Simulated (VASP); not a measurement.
# Be16H (a cell with a defect) in VASP: further runs, part 2 of 2

VASP 6.6.1.

## 4. Single point, PBE

The input, INCAR:

```
ALGO     = Normal         # electronic algorithm
EDIFF    = 1E-7           # SCF threshold, eV
ENCUT    = 520            # plane-wave cutoff, eV
GGA      = PE             # functional
ISIF     = 2              # what is computed and relaxed
ISMEAR   = 0              # smearing method
LASPH    = True           # aspherical terms in the spheres
LCHARG   = False          # write CHGCAR
LREAL    = Auto         
LWAVE    = False          # write WAVECAR
NBANDS   = 30             # bands
NELM     = 80             # most SCF steps
PREC     = Accurate       # precision mode
SIGMA    = 0.1            # smearing width, eV
```

The input, KPOINTS:

```
k-points
0
Gamma
  4 4 3
```

The input, POSCAR:

```
Be16H
1.0
   -2.2900000000     -3.9663960000      0.0000000000
    3.4350000000     -1.9831980000      0.0000000000
    0.0000000000      0.0000000000      7.1768600000
Be H
16 1
Direct
    0.7504288458      0.4948588229     -0.0027952336
    0.4910869371      0.3381007529      0.2462234180
    0.7503690253      0.5079630474      0.5041739702
    0.4985843396      0.3350044069      0.7501279111
    0.4985605995     -0.0012463544      0.0002317169
    0.2504932314      0.8290179039      0.2488515869
    0.4911525303     -0.0040537716      0.5040416004
    0.2504179835      0.8297729788      0.7528589104
    0.2504155599      0.5042036775     -0.0026702485
    0.0098294807      0.3383244573      0.2461743715
    0.2505217119      0.5049015197      0.5014634534
    0.0022809138      0.3348909149      0.7501421234
    0.0023258987     -0.0011256745      0.0002278155
    0.7503949259      0.8254705619      0.2461001051
    0.0097543200     -0.0043195363      0.5040735085
    0.7504280394      0.8389360146      0.7530741856
    0.7510509090      0.1666907079      0.3749911521
```

Started as:

```
$ cat potpaw_PBE.64/Be/POTCAR potpaw_PBE.64/H/POTCAR > POTCAR
$ mpirun -np 1 vasp_std > vasp.out
```

Wall time 5.9 min (1 thread of Intel Xeon 8259CL, shared host); peak memory 0.26 GiB.

Results (log left out):

* Free energy: -61.7206 eV
* Pressure: -0.1 GPa
* Largest force: 0.009 eV/Å
* Band gap on the k mesh: zero (an odd number of electrons rules out a gap without spin polarisation)

Forces in eV/Å, atoms in the order of the input:
```
Be   0.004 -0.002 -0.002
Be  -0.001 -0.001  0.000
Be   0.006 -0.005  0.004
Be  -0.002  0.002 -0.004
Be   0.004 -0.003 -0.001
Be  -0.003  0.001 -0.003
Be  -0.003  0.002 -0.001
Be  -0.001 -0.001  0.004
Be  -0.002  0.000  0.002
Be  -0.002  0.004  0.004
Be   0.002 -0.001  0.000
Be   0.000 -0.001 -0.007
Be   0.002  0.000  0.001
Be  -0.001  0.000 -0.003
Be   0.001  0.001 -0.002
Be  -0.005  0.003  0.002
H    0.003  0.002  0.005
```

Stress tensor (GPa, compression positive):
```
 0.66 -0.90  0.50
-0.90 -0.38 -0.29
 0.50 -0.29 -0.65
```

Levels at points of the mesh, in eV from the Fermi level:
```tsv
k point	band 12	band 13	band 14	band 15	band 16	band 17	band 18	band 19	band 20	band 21
(0.00, 0.00, 0.00)	-4.38	-4.26	-3.82	-0.17	-0.17	0.19	0.27	0.63	0.89	0.91
(0.50, 0.00, 0.00)	-2.73	-2.72	-2.69	-2.57	-2.42	-0.54	0.05	0.09	0.27	0.42
(0.00, 0.50, 0.00)	-4.20	-3.84	-3.84	-2.96	-2.77	0.06	0.35	0.52	0.60	0.74
(0.50, 0.50, 0.00)	-6.60	-1.76	-1.10	-1.07	-1.06	0.22	0.26	0.39	0.48	3.85
```

Caveat: the k points lie up to 0.40 Å⁻¹ apart, too coarse for converged energies and pressures of a metal.

## 5. Single point, PBE

The input, INCAR:

```
SYSTEM = Be16H
PREC = Accurate
ENCUT = 520
EDIFF = 1E-6
ISMEAR = 0
SIGMA = 0.1
LREAL = Auto
LASPH = .TRUE.
NELM = 80
ALGO = Normal
ISIF = 2
LWAVE = .FALSE.
LCHARG = .FALSE.
GGA = PE
NBANDS = 30
```

The input, KPOINTS:

```
regular mesh
0
G
  4 4 3
  0 0 0
```

The input, POSCAR:

```
Be16H
1.0
   -2.2900000000     -3.9663960000      0.0000000000
    3.4350000000     -1.9831980000      0.0000000000
    0.0000000000      0.0000000000      7.1768600000
Be H
16 1
Direct
    0.7500622108      0.5077456952     -0.0041469389
    0.4906158606      0.3382018401      0.2537357563
    0.7499005946      0.4951998142      0.5028938840
    0.4979892422      0.3344484322      0.7500565707
    0.4907848751     -0.0044499668     -0.0038965509
    0.2496025219      0.8284788283      0.2512998721
    0.4980178886     -0.0011446973      0.4995867273
    0.2498842733      0.8297598212      0.7472958926
    0.2495916388      0.5053210634     -0.0013354029
    0.0095422452      0.3378546554      0.2537077496
    0.2499012042      0.5041437431      0.5026937965
    0.0017440026      0.3345911982      0.7500803973
    0.0093197300     -0.0040095541     -0.0038254891
    0.7500648085      0.8242731911      0.2540018894
    0.0017029854     -0.0012876750      0.4995836619
    0.7499063888      0.8376144485      0.7467995753
    0.7465080767      0.1649282374      0.1234315564
```

Started as:

```
$ cat potpaw_PBE.64/Be/POTCAR potpaw_PBE.64/H/POTCAR > POTCAR
$ mpirun -np 1 vasp_std > vasp.out
```

Wall time 5.2 min (1 thread of Intel Xeon 8259CL, shared host); peak memory 0.26 GiB.

It converged, with:

```
Free energy            : -61.7201 eV
Pressure               : -0.1 GPa
Largest force          : 0.035 eV/Å
Band gap on the k mesh : zero (an odd number of electrons rules out a gap without spin polarisation)
```

Forces on the atoms (eV/Å):
```
Be  -0.005  0.003  0.001
Be  -0.001 -0.002  0.005
Be  -0.019  0.010 -0.006
Be   0.000 -0.002 -0.010
Be  -0.001  0.010 -0.013
Be   0.011 -0.006  0.000
Be  -0.002 -0.002  0.010
Be   0.000  0.001 -0.009
Be  -0.012  0.007 -0.001
Be   0.000  0.013  0.000
Be  -0.003  0.003  0.007
Be   0.000  0.003 -0.011
Be   0.001  0.002 -0.006
Be   0.017 -0.009 -0.009
Be   0.003  0.002  0.011
Be   0.020 -0.012  0.006
H   -0.010 -0.022  0.025
```

Stress tensor (GPa, compression positive):
```
 0.68 -0.93 -0.50
-0.93 -0.39  0.28
-0.50  0.28 -0.65
```

Levels at points of the mesh, in eV from the Fermi level:
| k point | band 14 | band 15 | band 16 | band 17 | band 18 | band 19 |
| --- | --- | --- | --- | --- | --- | --- |
| (0.00, 0.00, 0.00) | -3.83 | -0.19 | -0.15 | 0.19 | 0.27 | 0.64 |
| (0.50, 0.00, 0.00) | -2.69 | -2.57 | -2.43 | -0.53 | 0.05 | 0.10 |
| (0.00, 0.50, 0.00) | -3.84 | -2.96 | -2.77 | 0.06 | 0.35 | 0.51 |
| (0.50, 0.50, 0.00) | -1.11 | -1.08 | -1.06 | 0.23 | 0.26 | 0.39 |

Caveat: the k points lie up to 0.40 Å⁻¹ apart, too coarse for converged energies and pressures of a metal.

## 6. Single point, PBE

The input, INCAR:

```
SYSTEM = Be16H
ALGO = Normal ; EDIFF = 1E-7
ENCUT = 520 ; GGA = PE
ISIF = 2 ; ISMEAR = 0
LASPH = .TRUE. ; LCHARG = .FALSE.
LREAL = Auto ; LWAVE = .FALSE.
NBANDS = 30 ; NELM = 60
PREC = Accurate ; SIGMA = 0.1
```

The input, KPOINTS:

```
k-points
0
G
  4 4 3
  0 0 0
```

The input, POSCAR:

```
Be16H
1.0
   -2.2900000000     -3.9663960000      0.0000000000
    3.4350000000     -1.9831980000      0.0000000000
    0.0000000000      0.0000000000      7.1768600000
Be H
16 1
Direct
    0.7504288458      0.4948588229     -0.0027952336
    0.4910869371      0.3381007529      0.2462234180
    0.7503690253      0.5079630474      0.5041739702
    0.4985843396      0.3350044069      0.7501279111
    0.4985605995     -0.0012463544      0.0002317169
    0.2504932314      0.8290179039      0.2488515869
    0.4911525303     -0.0040537716      0.5040416004
    0.2504179835      0.8297729788      0.7528589104
    0.2504155599      0.5042036775     -0.0026702485
    0.0098294807      0.3383244573      0.2461743715
    0.2505217119      0.5049015197      0.5014634534
    0.0022809138      0.3348909149      0.7501421234
    0.0023258987     -0.0011256745      0.0002278155
    0.7503949259      0.8254705619      0.2461001051
    0.0097543200     -0.0043195363      0.5040735085
    0.7504280394      0.8389360146      0.7530741856
    0.7510509090      0.1666907079      0.3749911521
```

Potentials or basis: VASP PAW PBE potentials, release 64 (Be, H).

Started as:

```
$ cat potpaw_PBE.64/Be/POTCAR potpaw_PBE.64/H/POTCAR > POTCAR
$ mpirun -np 1 vasp_std > vasp.out
```

OUTCAR:

```text
SYSTEM = Be16H
   EDIFF = 1E-7
   ENCUT = 520
   GGA = PE
   ISIF = 2
   ISMEAR = 0
   LASPH = .TRUE.
   LREAL = Auto
   NELM = 60
   PREC = Accurate

 ion  position               nearest neighbor table
   1  0.750  0.495  0.997-   4 2.21  12 2.21  14 2.22  16 2.22  10 2.23   2 2.23  13 2.28   5 2.28
                             9 2.29   9 2.29   5 2.31  13 2.31
   2  0.491  0.338  0.246-   9 2.20  10 2.20   5 2.22   1 2.23   6 2.24  11 2.24  14 2.27   7 2.29
                             3 2.30   6 2.30  14 2.35  10 2.38
   3  0.750  0.508  0.504-  16 2.22   4 2.22  12 2.22  14 2.24  15 2.27   7 2.27  11 2.29  11 2.29
                             2 2.30  10 2.30   7 2.35  15 2.35
[... 1006 lines left out ...]
  in kB        6.5531638     -3.8296562     -6.4804421     -8.9752655     -2.8889969      5.0174306
  external PRESSURE =      -1.2523115 kB  Pullay stress =       0.0000000 kB

 VOLUME and BASIS-vectors are now :
 -----------------------------------------------------------------------------
  energy-cutoff  :      520.00
  volume of cell :      130.38
      direct lattice vectors                 reciprocal lattice vectors
    -2.290000000 -3.966396000  0.000000000    -0.109170306 -0.189088533  0.000000000
     3.435000000 -1.983198000  0.000000000     0.218340611 -0.126059022  0.000000000
     0.000000000  0.000000000  7.176860000     0.000000000  0.000000000  0.139336702

 POSITION                                       TOTAL-FORCE (eV/Angst)
 -----------------------------------------------------------------------------------
     -0.01864     -3.95790      7.15680         0.004121     -0.002378     -0.002350
      0.03679     -2.61837      1.76711        -0.000956     -0.000542      0.000488
      0.02651     -3.98365      3.61839         0.006333     -0.005491      0.004141
      0.00898     -2.64196      5.38356        -0.002058      0.001803     -0.003786
      2.28901     -3.95822      0.00166         0.003976     -0.003160     -0.000639
      2.27405     -2.63766      1.78597        -0.003152      0.000770     -0.002941
[... 9 lines left out ...]
      1.16326     -4.64027      5.40471        -0.005350      0.002885      0.001761
     -1.14732     -3.30955      2.69126         0.002513      0.002375      0.004505
 -----------------------------------------------------------------------------------
    total drift:                               -0.000166     -0.000130      0.000430

  FREE ENERGIE OF THE ION-ELECTRON SYSTEM (eV)
  ---------------------------------------------------
  free  energy   TOTEN  =       -61.7205975829 eV

  energy  without entropy=      -61.7108938444  energy(sigma->0) =      -61.71574571
```

OSZICAR:

```text
N       E                     dE             d eps       ncg     rms          rms(c)
DAV:   1     0.341798422309E+02    0.34180E+02   -0.12738E+04  1560   0.931E+02
DAV:   2    -0.581041033184E+02   -0.92284E+02   -0.85019E+02  2070   0.171E+02
DAV:   3    -0.622416967586E+02   -0.41376E+01   -0.40450E+01  2070   0.301E+01
DAV:   4    -0.622852612677E+02   -0.43565E-01   -0.43469E-01  1978   0.364E+00
DAV:   5    -0.622857869040E+02   -0.52564E-03   -0.52544E-03  1994   0.302E-01    0.372E+00
DAV:   6    -0.618739396540E+02    0.41185E+00   -0.10316E-01  2096   0.220E+00    0.223E+00
DAV:   7    -0.617262481468E+02    0.14769E+00   -0.74645E-02  1874   0.177E+00    0.550E-01
DAV:   8    -0.617208388260E+02    0.54093E-02   -0.67555E-03  2024   0.509E-01    0.117E-01
DAV:   9    -0.617205931152E+02    0.24571E-03   -0.35198E-04  1912   0.909E-02    0.345E-02
DAV:  10    -0.617205945631E+02   -0.14479E-05   -0.12366E-04  1912   0.445E-02    0.718E-03
DAV:  11    -0.617205956855E+02   -0.11224E-05   -0.77991E-06  1876   0.124E-02    0.301E-03
DAV:  12    -0.617205973014E+02   -0.16160E-05   -0.97448E-07  1904   0.571E-03    0.556E-04
DAV:  13    -0.617205976798E+02   -0.37839E-06   -0.76639E-08  1406   0.126E-03    0.306E-04
DAV:  14    -0.617205975829E+02    0.96927E-07   -0.13889E-08  1230   0.750E-04
   1 F= -.61720598E+02 E0= -.61715746E+02  d E =-.970374E-02
```

stdout:

```text
POSCAR found type information on POSCAR BeH
 POSCAR found :  2 types and      17 ions
 scaLAPACK will be used
 LDA part: xc-table for (Slater+PW92), standard interpolation
 POSCAR, INCAR and KPOINTS ok, starting setup
 FFT: planning ... GRIDC
 FFT: planning ... GRID_SOFT
 FFT: planning ... GRID
 WAVECAR not read
 entering main loop
```

It took 4.5 min on 1 thread of Intel Xeon 8259CL, shared host; peak memory 0.26 GiB.

What came out:

```
Free energy            : -61.7206 eV
Pressure               : -0.1 GPa
Largest force          : 0.009 eV/Å
Band gap on the k mesh : zero (an odd number of electrons rules out a gap without spin polarisation)
```

Forces in eV/Å, atoms in the order of the input:
```
Be   0.004 -0.002 -0.002
Be  -0.001 -0.001  0.000
Be   0.006 -0.005  0.004
Be  -0.002  0.002 -0.004
Be   0.004 -0.003 -0.001
Be  -0.003  0.001 -0.003
Be  -0.003  0.002 -0.001
Be  -0.001 -0.001  0.004
Be  -0.002  0.000  0.002
Be  -0.002  0.004  0.004
Be   0.002 -0.001  0.000
Be   0.000 -0.001 -0.007
Be   0.002  0.000  0.001
Be  -0.001  0.000 -0.003
Be   0.001  0.001 -0.002
Be  -0.005  0.003  0.002
H    0.003  0.002  0.005
```

Caveat: the k points lie up to 0.40 Å⁻¹ apart, too coarse for converged energies and pressures of a metal.

## 7. Single point, PBE

The input, INCAR:

```
PREC = Accurate
ENCUT = 520
EDIFF = 1E-6
ISMEAR = 0
SIGMA = 0.1
LREAL = Auto
LASPH = True
NELM = 60
ALGO = Normal
ISIF = 2
LWAVE = False
LCHARG = True
GGA = PE
LELF = True
LVHAR = True
NBANDS = 30
```

The input, KPOINTS:

```
regular mesh
0
Gamma
  4 4 3
```

The input, POSCAR:

```
Be16H
1.0
   -2.2900000000     -3.9663960000      0.0000000000
    3.4350000000     -1.9831980000      0.0000000000
    0.0000000000      0.0000000000      7.1768600000
Be H
16 1
Direct
    0.7500622108      0.5077456952     -0.0041469389
    0.4906158606      0.3382018401      0.2537357563
    0.7499005946      0.4951998142      0.5028938840
    0.4979892422      0.3344484322      0.7500565707
    0.4907848751     -0.0044499668     -0.0038965509
    0.2496025219      0.8284788283      0.2512998721
    0.4980178886     -0.0011446973      0.4995867273
    0.2498842733      0.8297598212      0.7472958926
    0.2495916388      0.5053210634     -0.0013354029
    0.0095422452      0.3378546554      0.2537077496
    0.2499012042      0.5041437431      0.5026937965
    0.0017440026      0.3345911982      0.7500803973
    0.0093197300     -0.0040095541     -0.0038254891
    0.7500648085      0.8242731911      0.2540018894
    0.0017029854     -0.0012876750      0.4995836619
    0.7499063888      0.8376144485      0.7467995753
    0.7465080767      0.1649282374      0.1234315564
```

Started as:

```
$ cat potpaw_PBE.64/Be/POTCAR potpaw_PBE.64/H/POTCAR > POTCAR
$ mpirun -np 1 vasp_std > vasp.out
```

It took 3.4 min on 1 thread of Intel Xeon Platinum 8488C (Sapphire Rapids), shared host; peak memory 0.26 GiB.

It converged, with:

```yaml
Free_energy: -61.7201 eV
Pressure: -0.1 GPa
Largest_force: 0.035 eV/Å
Band_gap_on_the_k_mesh: zero (an odd number of electrons rules out a gap without spin polarisation)
```

Forces in eV/Å, atoms in the order of the input:
```
Be  -0.005  0.003  0.001
Be  -0.001 -0.002  0.005
Be  -0.019  0.010 -0.006
Be   0.000 -0.002 -0.010
Be  -0.001  0.010 -0.013
Be   0.011 -0.006  0.000
Be  -0.002 -0.002  0.010
Be   0.000  0.001 -0.009
Be  -0.012  0.007 -0.001
Be   0.000  0.013  0.000
Be  -0.003  0.003  0.007
Be   0.000  0.003 -0.011
Be   0.001  0.002 -0.006
Be   0.017 -0.009 -0.009
Be   0.003  0.002  0.011
Be   0.020 -0.012  0.006
H   -0.010 -0.022  0.025
```

Stress tensor (GPa, compression positive):
```
 0.68 -0.93 -0.50
-0.93 -0.39  0.28
-0.50  0.28 -0.65
```

Levels at points of the mesh, in eV from the Fermi level:
| k point | band 13 | band 14 | band 15 | band 16 | band 17 | band 18 | band 19 | band 20 |
| --- | --- | --- | --- | --- | --- | --- | --- | --- |
| (0.00, 0.00, 0.00) | -4.26 | -3.83 | -0.19 | -0.15 | 0.19 | 0.27 | 0.64 | 0.89 |
| (0.50, 0.00, 0.00) | -2.73 | -2.69 | -2.57 | -2.43 | -0.53 | 0.05 | 0.10 | 0.28 |
| (0.00, 0.50, 0.00) | -3.84 | -3.84 | -2.96 | -2.77 | 0.06 | 0.35 | 0.51 | 0.59 |
| (0.50, 0.50, 0.00) | -1.75 | -1.11 | -1.08 | -1.06 | 0.23 | 0.26 | 0.39 | 0.48 |

Caveat: the k points lie up to 0.40 Å⁻¹ apart, too coarse for converged energies and pressures of a metal.
